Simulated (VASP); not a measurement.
InP: single point with LDA

InP:

```xyz
2
Lattice="0.0000 2.9108 2.9108 2.9108 0.0000 2.9108 2.9108 2.9108 0.0000" Properties=species:S:1:pos:R:3 pbc="T T T"
In    0.0000    0.0000    0.0000
P     4.3662    4.3662    4.3662
```

This cell differs from its parent crystal: volume scaled by 0.98.

- Program: VASP 6.6.1
- Task: single point
- Functional: LDA
- Potentials or basis: VASP PAW LDA potentials, release 64 (In_d, P)
- Cutoff: 520 eV
- k mesh: 8 × 8 × 8
- Occupations: fermi-dirac, width 0.05 eV
- Spin: no spin polarisation
- Dipole correction: no
- Further INCAR settings: ALGO = Normal; EDIFF = 1e-06; NBANDS = 16

```yaml
Pressure: 0.2 GPa
Band_gap_on_the_k_mesh: 0.62 eV, direct
```

Levels at points of the mesh, in eV from the valence-band top:
```csv
k point,band 7,band 8,band 9,band 10,band 11,band 12
"(0.00, 0.00, 0.00)",0.00,0.00,0.00,0.62,3.96,3.96
"(0.50, 0.00, 0.00)",-5.94,-1.02,-1.02,1.37,4.70,4.70
"(0.50, 0.50, 0.00)",-5.95,-2.43,-2.43,1.56,2.12,9.12
```

Wall time 44 s on 1 thread of AMD EPYC 7R13, on a shared host, peak memory 0.13 GiB.

Caveat: spin-orbit coupling is left out, which moves the levels of the heavy elements.
